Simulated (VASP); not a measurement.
A run of VASP 6.6.1:

File INCAR:

```
SYSTEM = WS2
  PREC = Accurate
  ENCUT = 520
  EDIFF = 1E-7
  ISMEAR = 0
  SIGMA = 0.01
  LREAL = .FALSE.
  LASPH = .TRUE.
  NELM = 100
  ALGO = Normal
  ISIF = 2
  LWAVE = .FALSE.
  LCHARG = .FALSE.
  IBRION = 2
  NSW = 60
  EDIFFG = -0.001
```

Contents of KPOINTS:

```
Automatic mesh
0
G
  12 12 3
  0 0 0
```

Contents of POSCAR:

```
WS2
1.0
    3.1800000000      0.0000000000      0.0000000000
   -1.5900000000      2.7539607840      0.0000000000
    0.0000000000      0.0000000000     12.5000000000
W S
2 4
Direct
    0.3333333333      0.6666666667      0.2500000000
    0.6666666667      0.3333333333      0.7500000000
    0.3333333333      0.6666666667      0.6250000000
    0.6666666667      0.3333333333      0.1250000000
    0.3333333333      0.6666666667      0.8750000000
    0.6666666667      0.3333333333      0.3750000000
```

Potentials or basis: VASP PAW LDA potentials, release 64 (W_sv, S).

Command:

```console
$ cat potpaw_LDA.64/W_sv/POTCAR potpaw_LDA.64/S/POTCAR > POTCAR
$ mpirun -np 1 vasp_std > vasp.out
```

Hardware: 1 thread of Oxide Virtual Turin-like Processor, on a shared host.

Problem. How long does it take, and how much memory?

Solution. Wall time 5.6 min on 1 thread of Oxide Virtual Turin-like Processor (shared host), peak memory 0.22 GiB. Counts: scf iterations 29, k points 38, ion steps 3.
